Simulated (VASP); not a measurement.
Here is a VASP 6.6.1 calculation.

INCAR

```
SYSTEM = In
PREC = Accurate ; ENCUT = 520
EDIFF = 1E-6 ; ISMEAR = -1
SIGMA = 0.1 ; LREAL = .FALSE.
LASPH = .TRUE. ; NELM = 100
ALGO = Normal ; ISIF = 2
LWAVE = .FALSE. ; LCHARG = .TRUE.
GGA = PS ; LELF = .TRUE.
LVHAR = .TRUE. ; NBANDS = 12
```

KPOINTS

```
Automatic mesh
0
G
  16 16 16
  0 0 0
```

Contents of POSCAR:

```
In
1.0
   -1.8623988071      1.8623988071      1.8623988071
    1.8623988071     -1.8623988071      1.8623988071
    1.8623988071      1.8623988071     -1.8623988071
In
1
Direct
    0.0000000000      0.0000000000      0.0000000000
```

Potentials or basis: VASP PAW PBE potentials, release 64 (In_d).

Command:

```sh
$ cat potpaw_PBE.64/In_d/POTCAR > POTCAR
$ mpirun -np 1 vasp_std > vasp.out
```

(1) What does it give for the pressure?

## Answers

(1) 0.0 GPa.

Caveat: the PAW data sets were made with another functional, which shifts forces and pressure a little.
